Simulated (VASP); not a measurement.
# C (P4/mmm) in VASP: a series of runs

The runs below take C through relaxation of cell and atoms, with PBE.

Program: VASP 6.6.1. These are calculated values, not measurements. Logs are shortened: lines on timing, memory, paths and dates and some standing lists are left out, and cuts for length are marked.

### 1 The cell of the first run

The structure is tetragonal, space group P4/mmm (No. 123). Conventional cell: a = 4.006 Å, b = 4.006 Å, c = 1.279 Å, α = 90.00°, β = 90.00°, γ = 90.00°. Within 1.7 Å of C (site symmetry 4/mmm) lie 2 C at 1.28 Å.

The cell was generated, and may not be a known phase.

### 2 Relaxation of cell and atoms, PBE

INCAR

```
  PREC = Accurate
  ENCUT = 600
  EDIFF = 1E-6
  ISMEAR = 0
  SIGMA = 0.1
  LREAL = False
  LASPH = True
  NELM = 80
  ALGO = Normal
  ISIF = 3
  LWAVE = False
  LCHARG = False
  GGA = PE
  IBRION = 2
  NSW = 100
  EDIFFG = -0.01
```

KPOINTS

```
regular mesh
0
Gamma
  14 14 42
```

POSCAR

```
C
1.0
    4.0060086974      0.0000000000      0.0000000000
    0.0000000000      4.0060086974      0.0000000000
    0.0000000000      0.0000000000      1.2790245548
C
1
Direct
    0.5000000000      0.5000000000      0.0000000000
```

Potentials or basis: VASP PAW PBE potentials, release 64 (C).

Started as:

```bash
cat potpaw_PBE.64/C/POTCAR > POTCAR
mpirun -np 1 vasp_std > vasp.out
```

OUTCAR:

```text
PREC = Accurate
   ENCUT = 600
   EDIFF = 1E-6
   ISMEAR = 0
   LREAL = False
   LASPH = True
   NELM = 80
   ISIF = 3
   GGA = PE
   IBRION = 2
   NSW = 100
   EDIFFG = -0.01

 ion  position               nearest neighbor table
   1  0.500  0.500  0.000-

  LATTYP: Found a simple tetragonal cell.
 ALAT       =     4.0060086974
 C/A-ratio  =     0.3192765297

  Lattice vectors:

 A1 = (   4.0060086974,   0.0000000000,   0.0000000000)
 A2 = (   0.0000000000,   4.0060086974,   0.0000000000)
 A3 = (   0.0000000000,   0.0000000000,   1.2790245548)

Analysis of symmetry for initial positions (statically):
=====================================================================
 Subroutine PRICEL returns:
 Original cell was already a primitive cell.

 Routine SETGRP: Setting up the symmetry group for a
 simple tetragonal supercell.

 Subroutine GETGRP returns: Found 16 space group operations
 (whereof 16 operations were pure point group operations)
 out of a pool of 16 trial point group operations.

The static configuration has the point symmetry D_4h.

Analysis of symmetry for dynamics (positions and initial velocities):
=====================================================================
 Subroutine PRICEL returns:
 Original cell was already a primitive cell.

 Routine SETGRP: Setting up the symmetry group for a
 simple tetragonal supercell.

 Subroutine GETGRP returns: Found 16 space group operations
 (whereof 16 operations were pure point group operations)
 out of a pool of 16 trial point group operations.

The dynamic configuration has the point symmetry D_4h.

 Subroutine INISYM returns: Found 16 space group operations
 (whereof 16 operations are pure point group operations),
 and found     1 'primitive' translations

----------------------------------------------------------------------------------------

                                     Primitive cell

  volume of cell :      20.5259

  direct lattice vectors                    reciprocal lattice vectors
     4.006008697  0.000000000  0.000000000     0.249625020  0.000000000  0.000000000
     0.000000000  4.006008697  0.000000000     0.000000000  0.249625020  0.000000000
     0.000000000  0.000000000  1.279024555     0.000000000  0.000000000  0.781845819

  length of vectors
     4.006008697  4.006008697  1.279024555     0.249625020  0.249625020  0.781845819

  position of ions in fractional coordinates (direct lattice)
     0.500000000  0.500000000  0.000000000

  ion indices of the primitive-cell ions
   primitive index   ion index
                 1           1

----------------------------------------------------------------------------------------

 KPOINTS: regular mesh

Automatic generation of k-mesh.
 Grid dimensions read from file:
 generate k-points for:   14   14   42

 Generating k-lattice:

  Cartesian coordinates                     Fractional coordinates (reciprocal lattice)
     0.017830359  0.000000000  0.000000000     0.071428571  0.000000000  0.000000000
     0.000000000  0.017830359  0.000000000     0.000000000  0.071428571  0.000000000
     0.000000000  0.000000000  0.018615377     0.000000000  0.000000000  0.023809524

  Length of vectors
     0.017830359  0.017830359  0.018615377

  Shift w.r.t. Gamma in fractional coordinates (k-lattice)
     0.000000000  0.000000000  0.000000000

 Subroutine IBZKPT returns following result:
 ===========================================

 Found    792 irreducible k-points:

 Following reciprocal coordinates:
            Coordinates               Weight
  0.000000  0.000000  0.000000      1.000000
  0.071429  0.000000  0.000000      4.000000
  0.142857  0.000000  0.000000      4.000000
  0.214286  0.000000  0.000000      4.000000
  0.285714  0.000000  0.000000      4.000000
  0.357143  0.000000  0.000000      4.000000
[... 16 lines left out ...]
  0.285714  0.214286  0.000000      8.000000
  0.357143  0.214286  0.000000      8.000000
 [... further k-points ...]
   k-points           NKPTS =    792   k-points in BZ     NKDIM =    792   number of bands    NBANDS=      6
   number of dos      NEDOS =    301   number of ions     NIONS =      1
   total plane-waves  NPLWV =  10240
   dimension x,y,z NGX =    32 NGY =   32 NGZ =   10
   dimension x,y,z NGXF=    64 NGYF=   64 NGZF=   20
   ions per type =               1
   NGX,Y,Z   is equivalent  to a cutoff of  13.28, 13.28, 13.00 a.u.
   NGXF,Y,Z  is equivalent  to a cutoff of  26.56, 26.56, 26.00 a.u.
 SYSTEM =  unknown system
   PREC   = accura    normal or accurate (medium, high low for compatibility)
   ISTART =      0    job   : 0-new  1-cont  2-samecut
   ICHARG =      2    charge: 1-file 2-atom 10-const
   ISPIN  =      1    spin polarized calculation?
   LNONCOLLINEAR =      F non collinear calculations
   LSORBIT =      F    spin-orbit coupling
   LASPH  =      T    aspherical Exc in radial PAW
   ENCUT  =  600.0 eV  44.10 Ry    6.64 a.u.   8.00  8.00  2.55*2*pi/ulx,y,z
   NELM   =     80;   NELMIN=  2; NELMDL= -5     # of ELM steps
   EDIFF  = 0.1E-05   stopping-criterion for ELM
   LREAL  =      F    real-space projection
   EDIFFG = -.1E-01   stopping-criterion for IOM
   NSW    =    100    number of steps for IOM
   IBRION =      2    ionic relax: 0-MD 1-quasi-New 2-CG
   NFREE  =      1    steps in history (QN), initial steepest desc. (CG)
   ISIF   =      3    stress and relaxation
   ISYM   =      2    0-nonsym 1-usesym 2-fastsym
   POTIM  = 0.5000    time-step for ionic-motion
   TEBEG  =    0.0;   TEEND  =   0.0 temperature during run
   PSTRESS=    0.0 pullay stress
   NELECT =       4.0000    total number of electrons
   NUPDOWN=      -1.0000    fix difference up-down
   EMIN   =  10.00;   EMAX   =-10.00  energy-range for DOS
   EFERMI =   0.00;   METHOD = LEGACY
   ISMEAR =     0;   SIGMA  =   0.10  broadening in eV -4-tet -1-fermi 0-gaus
   EFERMI_NEDOS =   21; number of points for ismear=-14 and -15
   IALGO  =     38    algorithm
   IMIX   =      4    mixing-type and parameters
     AMIX     =   0.40;   BMIX     =  1.00
     AMIX_MAG =   1.60;   BMIX_MAG =  1.00
  volume/ion in A,a.u.               =      20.53       138.52
  Fermi-wavevector in a.u.,A,eV,Ry     =   0.949133  1.793602 12.256867  0.900854
  Thomas-Fermi vector in A             =   2.077388
   LORBIT       =      0    0 simple, 1 ext, 2 COOP (PROOUT), +10 PAW based schemes
   GGA     = PE    functional components
   LHFCALC =     F    Hartree Fock is set to
   AEXX    =    0.0000 exact exchange contribution
   IVDW    =     0    specifies the selected vdW correction
   LEPSILON=     F    determine dielectric tensor
   LRPA    =     F    only Hartree local field effects (RPA)
 conjugate gradient relaxation of ions
 non-spin polarized calculation
 Gauss-broadening in eV      SIGMA  =   0.10
  energy-cutoff  :      600.00
  volume of cell :       20.53
 maximum number of plane-waves:       708
   NGX = 17   NGY = 17   NGZ =  5

--------------------------------------- Ionic step        1  -------------------------------------------

 number of electron       4.0000000 magnetization

 Free energy of the ion-electron system (eV)
  ---------------------------------------------------
  ext. energy  EPLUGINS =         0.00000000
  ---------------------------------------------------
  free energy    TOTEN  =        -8.26039915 eV

  energy without entropy =       -8.26039259  energy(sigma->0) =       -8.26039587

------------------------ aborting loop because EDIFF is reached ----------------------------------------

  FORCE on cell =-STRESS in cart. coord.  units (eV):
  Direction    XX          YY          ZZ          XY          YZ          ZX
  --------------------------------------------------------------------------------------
  -------------------------------------------------------------------------------------
  Total        0.0159958      0.0159958      0.2402186      0.0000000      0.0000000      0.0000000
  in kB        1.2485710      1.2485710     18.7505726      0.0000000      0.0000000      0.0000000
  external PRESSURE =       7.0825716 kB  Pullay stress =       0.0000000 kB
[... 86 lines left out ...]
  FREE ENERGIE OF THE ION-ELECTRON SYSTEM (eV)
  ---------------------------------------------------
  free  energy   TOTEN  =        -8.2606325232 eV

  energy  without entropy=       -8.2606250744  energy(sigma->0) =       -8.26062880

[... ionic steps 4 to 12 ...]

--------------------------------------- Ionic step       13  -------------------------------------------

 number of electron       3.9999999 magnetization

------------------------ aborting loop because EDIFF is reached ----------------------------------------

  FORCE on cell =-STRESS in cart. coord.  units (eV):
  Direction    XX          YY          ZZ          XY          YZ          ZX
  --------------------------------------------------------------------------------------
  -------------------------------------------------------------------------------------
  Total       -0.0018723     -0.0018723      0.0115122      0.0000000      0.0000000     -0.0000000
  in kB       -0.1325145     -0.1325145      0.8147965      0.0000000      0.0000000     -0.0000000
  external PRESSURE =       0.1832558 kB  Pullay stress =       0.0000000 kB
[... 55 lines left out ...]
  energy  without entropy=       -8.2611674719  energy(sigma->0) =       -8.26116754

--------------------------------------- Ionic step       15  -------------------------------------------

 number of electron       3.9999999 magnetization

 Free energy of the ion-electron system (eV)
  ---------------------------------------------------
  ext. energy  EPLUGINS =         0.00000000
  ---------------------------------------------------
  free energy    TOTEN  =        -8.26116804 eV

  energy without entropy =       -8.26116789  energy(sigma->0) =       -8.26116796

 E-fermi :  -1.6326     XC(G=0):  -6.0465

 val. band max:       -1.9190359737   @ k =   0.5000   0.0000   0.2381
 cond. band min:      -1.3509491041   @ k =   0.5000   0.0000   0.2619
 fundamental gap:      0.5680868696
 Fermi energy:        -1.6325772226

 k-point     1 :       0.0000    0.0000    0.0000
  band No.  band energies     occupation
      1     -17.9459      2.00000
      2      -6.7717      2.00000
      3      -6.7717      2.00000
      4       2.1584      0.00000
      5       6.5707      0.00000
      6      11.3203      0.00000

 k-point     2 :       0.0714    0.0000    0.0000
  band No.  band energies     occupation
      1     -17.9440      2.00000
      2      -6.7947      2.00000
      3      -6.7697      2.00000
      4       2.2266      0.00000
      5       6.5801      0.00000
      6      10.9420      0.00000
[... 190 lines left out ...]
 k-point    24 :       0.3571    0.2143    0.0000
  band No.  band energies     occupation
      1     -17.8979      2.00000
      2      -7.0996      2.00000
      3      -6.9007      2.00000
      4       3.9775      0.00000
      5       6.1869      0.00000
      6       7.7058      0.00000

 [... further k-points ...]

------------------------ aborting loop because EDIFF is reached ----------------------------------------

  FORCE on cell =-STRESS in cart. coord.  units (eV):
  Direction    XX          YY          ZZ          XY          YZ          ZX
  --------------------------------------------------------------------------------------
  -------------------------------------------------------------------------------------
  Total       -0.0004128     -0.0004128      0.0081740      0.0000000      0.0000000      0.0000000
  in kB       -0.0292380     -0.0292380      0.5789566      0.0000000      0.0000000      0.0000000
  external PRESSURE =       0.1734935 kB  Pullay stress =       0.0000000 kB
[... 16 lines left out ...]
  FREE ENERGIE OF THE ION-ELECTRON SYSTEM (eV)
  ---------------------------------------------------
  free  energy   TOTEN  =        -8.2611680387 eV

  energy  without entropy=       -8.2611678896  energy(sigma->0) =       -8.26116796

 reached required accuracy - stopping structural energy minimisation
```

It took 8.6 min on 1 thread of Intel Xeon 8259CL, shared host; peak memory 0.22 GiB.

What came out:

- Free energy: -8.2612 eV
- Relaxed volume: 22.62 Å³/atom
- Relaxed cell: a = 4.201 Å, b = 4.201 Å, c = 1.282 Å, α = 90.00°, β = 90.00°, γ = 90.00°
- Space group after relaxing (to 0.1 Å): P4/mmm (No. 123)
- Energy gained by relaxing: 0.8 meV/atom
- Ionic steps: 15
- Pressure after relaxing: 0.0 GPa
- Band gap on the k mesh: zero (bands 2 and 3 overlap by 14.64 eV)

The path:
| step | energy change (eV) | largest force (eV/Å) | pressure (GPa) | volume (Å³) |
| --- | --- | --- | --- | --- |
| 1 | 0.0000 | 0.0000 | 0.71 | 20.53 |
| 2 | 0.0054 | 0.0000 | -2.92 | 20.80 |
| 3 | -0.0002 | 0.0000 | 0.06 | 20.57 |
| 4 | -0.0002 | 0.0000 | 0.08 | 20.57 |
| 5 | -0.0002 | 0.0000 | 0.07 | 20.59 |
| 6 | -0.0003 | 0.0000 | 0.07 | 20.67 |
| 7 | -0.0004 | 0.0000 | 0.06 | 20.81 |
| 8 | -0.0005 | 0.0000 | 0.12 | 21.10 |
| 9 | -0.0007 | 0.0000 | 0.15 | 21.68 |
| 10 | -0.0007 | 0.0000 | 0.18 | 21.96 |
| 11 | -0.0007 | 0.0000 | 0.21 | 22.54 |
| 12 | -0.0008 | 0.0000 | 0.16 | 22.56 |
| 13 | -0.0008 | 0.0000 | 0.02 | 22.64 |
| 14 | -0.0008 | 0.0000 | 0.00 | 22.63 |
| 15 | -0.0008 | 0.0000 | 0.02 | 22.62 |

Final structure:
```yaml
crystal:
  lattice:
    - [4.20117, 0.00000, 0.00000]
    - [0.00000, 4.20117, 0.00000]
    - [0.00000, 0.00000, 1.28161]
  atoms:
    - { symbol: C, position: [0.50000, 0.50000, 0.00000] }
```

Levels at points of the mesh, in eV from the Fermi level:
```
           k point  band 1  band 2  band 3  band 4  band 5  band 6
(0.00, 0.00, 0.00)  -16.31   -5.14   -5.14    3.79    8.20   12.95
(0.50, 0.00, 0.00)  -16.27   -5.57   -5.10    6.33    6.34   10.48
(0.50, 0.50, 0.00)  -16.23   -5.49   -5.49    5.90    8.97    8.97
(0.00, 0.00, 0.50)   -9.05    8.55   11.24   11.24   23.60   23.60
(0.50, 0.00, 0.50)   -9.05    8.62   11.12   11.25   22.06   23.77
(0.50, 0.50, 0.50)   -9.05    8.68   11.14   11.14   22.42   22.42
```

### 3 Relaxation of cell and atoms, PBE

This run uses another cell than the first one, of 23.15 Å³/atom.

INCAR

```
PREC = Accurate ; ENCUT = 600
EDIFF = 1E-6 ; ISMEAR = 0
SIGMA = 0.1 ; LREAL = False
LASPH = True ; NELM = 80
ALGO = Normal ; ISIF = 3
LWAVE = False ; LCHARG = False
GGA = PE ; IBRION = 2
NSW = 100 ; EDIFFG = -0.01
```

KPOINTS is that of step 2.

POSCAR

```
C
1.0
    4.2485901249      0.0000000000      0.0000000000
    0.0000000000      4.2485901249      0.0000000000
    0.0000000000      0.0000000000      1.2822761482
C
1
Direct
    0.5000000000      0.5000000000      0.0000000000
```

Potentials or basis: VASP PAW PBE potentials, release 64 (C).

Started as:

```bash
cat potpaw_PBE.64/C/POTCAR > POTCAR
mpirun -np 1 vasp_std > vasp.out
```

Run time: 18 min. Hardware: 1 thread of Intel Xeon 8259CL, shared host; peak memory 0.24 GiB.

The run converged. Its results:

| Quantity | Value |
| --- | --- |
| Free energy | -8.2633 eV |
| Relaxed volume | 21.29 Å³/atom |
| Relaxed cell | a = 4.076 Å, b = 4.076 Å, c = 1.281 Å, α = 90.00°, β = 90.00°, γ = 90.00° |
| Space group after relaxing (to 0.1 Å) | P4/mmm (No. 123) |
| Energy gained by relaxing | 0.5 meV/atom |
| Ionic steps | 28 |
| Pressure after relaxing | 0.0 GPa |
| Band gap on the k mesh | zero (bands 2 and 3 overlap by 14.71 eV) |

Step by step:
```tsv
step	energy change (eV)	largest force (eV/Å)	pressure (GPa)	volume (Å³)
1	0.0000	0.0000	-0.19	23.15
2	0.0004	0.0000	0.73	23.05
3	0.0000	0.0000	-0.05	23.13
4	0.0000	0.0000	-0.03	23.10
5	-0.0001	0.0000	0.03	23.03
6	-0.0001	0.0000	0.13	22.88
7	-0.0002	0.0000	0.31	22.58
8	0.0000	0.0000	0.74	22.00
9	-0.0002	0.0000	0.43	22.46
10	-0.0002	0.0000	0.33	22.55
11	-0.0002	0.0000	0.38	22.51
12	-0.0002	0.0000	0.37	22.50
13	-0.0002	0.0000	0.35	22.50
14	-0.0002	0.0000	0.37	22.49
15	-0.0002	0.0000	0.37	22.48
16	-0.0002	0.0000	0.36	22.44
17	-0.0002	0.0000	0.35	22.38
18	-0.0003	0.0000	0.34	22.25
19	-0.0004	0.0000	0.26	21.99
20	-0.0005	0.0000	0.16	21.47
21	-0.0002	0.0000	-0.05	20.45
22	-0.0005	0.0000	0.10	21.10
23	-0.0005	0.0000	0.10	21.24
24	-0.0005	0.0000	0.13	21.15
25	-0.0005	0.0000	0.11	21.20
26	-0.0005	0.0000	0.06	21.25
27	-0.0005	0.0000	-0.11	21.40
28	-0.0005	0.0000	0.04	21.29
```

Final structure:
```yaml
crystal:
  lattice:
    - [4.07606, 0.00000, 0.00000]
    - [0.00000, 4.07606, 0.00000]
    - [0.00000, 0.00000, 1.28139]
  atoms:
    - { symbol: C, position: [0.50000, 0.50000, 0.00000] }
```

Levels at points of the mesh, in eV from the Fermi level:
| k point | band 1 | band 2 | band 3 | band 4 | band 5 | band 6 |
| --- | --- | --- | --- | --- | --- | --- |
| (0.00, 0.00, 0.00) | -16.33 | -5.10 | -5.10 | 3.87 | 8.39 | 13.57 |
| (0.50, 0.00, 0.00) | -16.27 | -5.63 | -5.05 | 6.56 | 6.58 | 10.82 |
| (0.50, 0.50, 0.00) | -16.22 | -5.53 | -5.53 | 5.95 | 9.44 | 9.44 |
| (0.00, 0.00, 0.50) | -9.06 | 8.53 | 11.26 | 11.26 | 23.72 | 23.72 |
| (0.50, 0.00, 0.50) | -9.05 | 8.62 | 11.11 | 11.27 | 21.96 | 23.92 |
| (0.50, 0.50, 0.50) | -9.05 | 8.71 | 11.13 | 11.13 | 22.38 | 22.38 |

The gap in the log of VASP goes by the Fermi energy; the results here count the filled bands.